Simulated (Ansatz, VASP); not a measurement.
# One calculation of MoH2, two programs

```xyz
3
Lattice="0.0000 2.1676 2.1676 2.1676 0.0000 2.1676 2.1676 2.1676 0.0000" Properties=species:S:1:pos:R:3 pbc="T T T"
H     1.0838    1.0838    1.0838
H     2.1676    2.1676    2.1676
Mo    0.0000    0.0000    0.0000
```

Change from the starting cell: species swapped into the Cu2Se type (F-43m, No. 216).

Alike in both runs: functional PBE; k mesh 18 × 18 × 18; occupations gaussian, width 0.1 eV; no spin polarisation.

Ansatz relaxed the structure, and its values are those at the end. VASP's run is a single point on that final structure, the one shown.

```csv
,VASP,Ansatz
version,VASP 6.6.1,Ansatz 0.2.0
potentials or method,"VASP PAW PBE potentials, release 64 (H, Mo_sv), cutoff 520 eV","scalar-relativistic, plane waves, PAW"
valence electrons in the cell,16,16
```

```csv
,VASP,Ansatz,Ansatz less VASP
gap on the k mesh at the Fermi level (eV),none,none,-
pressure (GPa),0.2,0.0,-0.17
```

A gap of «none» marks a metal or a gap that the smearing closes.
